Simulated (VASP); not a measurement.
Pb: electric field gradients with PBE

The system is Pb.

```
CELL_PARAMETERS angstrom
-0.06878 3.40461 3.40461
3.40461 -0.06878 3.40461
3.40461 3.40461 -0.06878
ATOMIC_POSITIONS crystal
Pb 0.00000 0.00000 0.00000
Pb 0.25000 0.25000 0.25000
```

This cell differs from its parent crystal: equal xy, yz and zx shear strains of -2 %.

```yaml
Program: VASP 6.6.1
Task: electric field gradients
Functional: PBE
Potentials_or_basis: VASP PAW PBE potentials, release 64 (Pb_d)
Cutoff: 520 eV
k_mesh: 8 × 8 × 8
Occupations: fermi-dirac, width 0.05 eV
Spin: no spin polarisation
Dipole_correction: no
Further_INCAR_settings: ALGO = Normal; EDIFF = 1e-08; NBANDS = 21
```

- Pressure: 2.4 GPa
- Largest force: 0.286 eV/Å
- Band gap on the k mesh: zero (band 14 reaches 4.74 eV, above the bottom of band 15 at 3.49 eV)

Forces on the atoms (eV/Å):
```
Pb  -0.165 -0.165 -0.165
Pb   0.165  0.165  0.165
```

Stress tensor (GPa, compression positive):
```
2.38 0.77 0.77
0.77 2.38 0.77
0.77 0.77 2.38
```

Levels at points of the mesh, in eV from the Fermi level:
| k point | band 11 | band 12 | band 13 | band 14 | band 15 | band 16 | band 17 | band 18 |
| --- | --- | --- | --- | --- | --- | --- | --- | --- |
| (0.00, 0.00, 0.00) | -11.19 | -3.97 | 0.35 | 0.35 | 0.36 | 2.25 | 2.25 | 2.60 |
| (0.50, 0.00, 0.00) | -9.90 | -7.10 | -0.97 | -0.77 | -0.74 | 3.39 | 3.63 | 5.44 |
| (0.50, 0.50, 0.00) | -8.63 | -8.44 | -2.09 | -1.95 | 0.75 | 0.89 | 7.05 | 7.13 |
| (0.50, 0.50, 0.50) | -9.69 | -7.29 | -1.10 | -0.90 | -0.90 | 3.42 | 3.42 | 5.33 |

Electric field gradients, principal values (V/Å²):
```tsv
atom	least	middle	greatest (by size)
1 Pb	27.516	27.516	-55.033
2 Pb	27.516	27.516	-55.033
```

Wall time 40 s on 1 thread of Intel(R) Xeon(R) 6975P-C (Granite Rapids), with other jobs on the host, peak memory 0.25 GiB.

Caveat: the cell differs from its parent crystal (equal xy, yz and zx shear strains of -2 %); without QUAD_EFG the Cq values of the log hold for a quadrupole moment of 1 mb, not for the nuclei; spin-orbit coupling is left out, which moves the levels of the heavy elements.
